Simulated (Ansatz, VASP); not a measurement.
**One calculation of MgS, two programs**

```
Mg S
1.0
     0.00000    2.59295    2.59295
     2.59295    0.00000    2.59295
     2.59295    2.59295    0.00000
Mg S
1 1
Direct
  0.00000 0.00000 0.00000
  0.50000 0.50000 0.50000
```

Change from the starting cell: volume scaled by 0.99, PAW files.

Alike in both runs: task electric field gradients; functional PBE; k mesh 8 × 8 × 8; occupations fermi-dirac, width 0.01 eV; no spin polarisation.

|  | VASP | Ansatz |
| --- | --- | --- |
| version | VASP 6.6.1 | Ansatz 0.2.0 |
| potentials or method | VASP PAW PBE potentials, release 64 (Mg, S) | PAW with Ansatz's default frozen-core files, scalar-relativistic |
| plane-wave cutoff (eV) | 520 | 420 |
| valence electrons in the cell | 8 | 16 |

```csv
,VASP,Ansatz,Ansatz less VASP
gap on the k mesh at the Fermi level (eV),2.80,2.81,+0.014
pressure (GPa),1.7,2.0,+0.30
```

VASP's potentials hold 8 valence electrons a cell and Ansatz's 16, so a difference there can come from the potentials and not from the codes.
